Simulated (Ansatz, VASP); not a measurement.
## One calculation of Nb2B3C, two programs

The input INCAR:

```
SYSTEM = Nb2B3C
PREC     = Accurate       ! precision mode
ENCUT    = 600            ! plane-wave cutoff, eV
EDIFF    = 1E-7           ! SCF threshold, eV
ISMEAR   = 0              ! smearing method
SIGMA    = 0.1            ! smearing width, eV
LREAL    = .False.        ! projectors in reciprocal space
LASPH    = .True.         ! aspherical terms in the spheres
NELM     = 60             ! most SCF steps
ALGO     = Normal         ! electronic algorithm
ISIF     = 3              ! what is computed and relaxed
LWAVE    = .False.        ! write WAVECAR
LCHARG   = .False.        ! write CHGCAR
GGA      = PE             ! functional
IBRION   = 2              ! ionic algorithm
NSW      = 90             ! ionic steps
EDIFFG   = -0.04          ! ionic threshold
```

The input KPOINTS:

```
regular mesh
0
Gamma
  6 6 4
  0 0 0
```

The input POSCAR:

```
Nb2B3C
1.0
    3.4424538300      0.0000000000      0.0000000000
    0.0000000000      3.4424538300      0.0000000000
    0.0000000000      0.0000000000      7.0256785300
Nb B C
2 3 1
Direct
    0.0000000000      0.0000000000      0.5000000000
    0.5000000000      0.5000000000      0.0000000000
    0.5000000000      0.5000000000      0.5000000000
    0.5000000000      0.5000000000      0.7352805700
    0.5000000000      0.5000000000      0.2647194300
    0.0000000000      0.0000000000      0.0000000000
```

Input for Ansatz:

```yaml
crystal:
  lattice:
    - [3.44245383, 0.0, 0.0]
    - [0.0, 3.44245383, 0.0]
    - [0.0, 0.0, 7.02567853]
  atoms:
    - { symbol: Nb, position: [0.0, 0.0, 0.5] }
    - { symbol: Nb, position: [0.5, 0.5, 0.0] }
    - { symbol: B, position: [0.5, 0.5, 0.5] }
    - { symbol: B, position: [0.5, 0.5, 0.73528057] }
    - { symbol: B, position: [0.5, 0.5, 0.26471943] }
    - { symbol: C, position: [0.0, 0.0, 0.0] }
basis:
  ecutwfc: 420
kpoints:
  mp_grid: { grid: [6, 6, 4] }
hamiltonian:
  xc: pbe
scf:
  occupations: { method: gaussian, width: 0.1 }
  lower_state_search: "off"
output:
  forces: true
  stress: true
  eigenvalues: true
relax:
  adjacent_minimum: "off"
  f_tol: 0.04
  max_steps: 70
  cell: { stress_tol: 0.4 }
```

Alike in both runs: task relaxation of cell and atoms; functional PBE; k mesh 6 × 6 × 4; occupations gaussian, width 0.1 eV; no spin polarisation.

|  | VASP | Ansatz |
| --- | --- | --- |
| version | VASP 6.6.1 | Ansatz 0.2.0 |
| potentials or method | VASP PAW PBE potentials, release 64 (Nb_sv, B, C), cutoff 600 eV | scalar-relativistic, plane waves, PAW |
| valence electrons in the cell | 39 | 39 |

VASP gave:

| Property | Result |
| --- | --- |
| gap on the k mesh at the Fermi level, each at its own relaxed structure (eV) | none |
| relaxed volume (Å³/atom) | 12.81 |
| relaxed cell length with the largest relative difference (Å) | 3.094 |

Task: What did Ansatz give for the same quantities?

Result: gap on the k mesh at the Fermi level, each at its own relaxed structure (eV): none; relaxed volume (Å³/atom): 12.83; relaxed cell length with the largest relative difference (Å): 3.096.

A gap of «none» marks a metal or a gap that the smearing closes.
